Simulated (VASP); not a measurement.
Write the native input for VASP 6.6.1 that does the following.

```yaml
Task: single point
Functional: PBE
Potentials_or_basis: VASP PAW PBE potentials, release 64 (Si)
Cutoff: 520 eV
k_mesh: 7 × 5 × 1
Occupations: gaussian, width 0.05 eV
Spin: no spin polarisation
Dipole_correction: yes
Further_INCAR_settings: ALGO = Normal; EDIFF = 1e-07; NBANDS = 21
```

The structure of Si lies in POSCAR:

```
Si
1.0
    3.8675355695      0.0000000000      0.0000000000
    0.0000000000      5.4695212554      0.0000000000
    0.0000000000      0.0000000000     17.8675355695
Si
6
Direct
    0.5000000000      0.0000000000      0.3917719919
    0.0000000000      0.2500000000      0.3917719919
    0.0000000000      0.5024402202      0.4974382503
    0.5000000000      0.7475597798      0.4974382503
    0.5000000000      0.0098635024      0.6001858563
    0.0000000000      0.2401364976      0.6001858563
```

The input as run:

INCAR

```
PREC = Accurate
ENCUT = 520
EDIFF = 1E-7
ISMEAR = 0
SIGMA = 0.05
LREAL = False
LASPH = True
NELM = 100
ALGO = Normal
ISIF = 2
LWAVE = False
LCHARG = False
LDIPOL = True
IDIPOL = 3
DIPOL = 0.5 0.5 0.496
GGA = PE
NBANDS = 21
```

KPOINTS

```
regular mesh
0
Gamma
  7 5 1
```

Potentials or basis: VASP PAW PBE potentials, release 64 (Si).

Launch:

```console
$ cat potpaw_PBE.64/Si/POTCAR > POTCAR
$ mpirun -np 1 vasp_std > vasp.out
```

It gave:

```json
{
 "Largest force": "0.626 eV/Å",
 "Band gap on the k mesh": "zero (band 12 reaches -1.28 eV, above the bottom of band 13 at -1.56 eV)"
}
```

Run time: 2.5 min on 1 thread of Intel(R) Xeon(R) Platinum 8488C (Sapphire Rapids), with other jobs on the host, peak memory 0.43 GiB.
